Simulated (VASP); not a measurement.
Wanted: the native input for a VASP 6.6.1 run.

| Property | Result |
| --- | --- |
| Task | single point |
| Functional | r2SCAN |
| Potentials or basis | VASP PAW PBE potentials, release 64 (Mo_sv, S) |
| Cutoff | 520 eV |
| k mesh | 6 × 6 × 2 |
| Occupations | gaussian, width 0.01 eV |
| Spin | no spin polarisation |
| Dipole correction | no |
| Further INCAR settings | ALGO = Normal; EDIFF = 1e-06; NBANDS = 35 |

Crystal: MoS2.

```xyz
6
Lattice="3.2481 0.0000 0.0000 -1.6241 2.8130 0.0000 0.0000 0.0000 12.8671" Properties=species:S:1:pos:R:3 pbc="T T T"
Mo    0.0000    1.8753    3.2168
Mo    1.6241    0.9377    9.6503
S     0.0000    1.8753    8.1169
S     1.6241    0.9377    1.6834
S     0.0000    1.8753   11.1837
S     1.6241    0.9377    4.7501
```

This cell differs from its parent crystal: in-plane strain +0.02, then relaxed in part.

The input as run:

POSCAR

```
MoS2
1.0
    3.2481217028      0.0000000000      0.0000000000
   -1.6240608514      2.8129559092      0.0000000000
    0.0000000000      0.0000000000     12.8670796033
Mo S
2 4
Direct
    0.3333333333      0.6666666667      0.2500000000
    0.6666666667      0.3333333333      0.7500000000
    0.3333333333      0.6666666667      0.6308292111
    0.6666666667      0.3333333333      0.1308292111
    0.3333333333      0.6666666667      0.8691707889
    0.6666666667      0.3333333333      0.3691707889
```

INCAR.step1

```
ALGO = Normal ; EDIFF = 1E-4
ENCUT = 520 ; GGA = PE
ISMEAR = 0 ; LASPH = T
LCHARG = F ; LREAL = F
LWAVE = T ; NBANDS = 35
NELM = 60 ; PREC = Accurate
SIGMA = 0.01
```

INCAR.step2

```
ALGO = Normal ; EDIFF = 1E-6
ENCUT = 520 ; ISIF = 2
ISMEAR = 0 ; ISTART = 1
LASPH = T ; LCHARG = T
LELF = T ; LMIXTAU = T
LREAL = F ; LVHAR = T
LWAVE = F ; METAGGA = R2SCAN
NBANDS = 35 ; NELM = 60
PREC = Accurate ; SIGMA = 0.01
```

KPOINTS

```
k-points
0
Gamma
  6 6 2
```

Potentials or basis: VASP PAW PBE potentials, release 64 (Mo_sv, S).

The run is started by

```console
$ cat potpaw_PBE.64/Mo_sv/POTCAR potpaw_PBE.64/S/POTCAR > POTCAR
$ cp INCAR.step1 INCAR
$ mpirun -np 1 vasp_std > vasp.out
$ cp INCAR.step2 INCAR
$ mpirun -np 1 vasp_std > vasp.out
```

Results of the run:

```
Pressure               : -3.4 GPa
Band gap on the k mesh : 0.75 eV, indirect (least direct gap 1.52 eV)
```

Caveat: the cell differs from its parent crystal (in-plane strain +0.02, then relaxed in part); the PAW data sets were made with another functional, which shifts forces and pressure a little.

It took 92 s on 1 thread of Intel(R) Xeon(R) 6975P-C (Granite Rapids), on a shared host, peak memory 0.25 GiB.
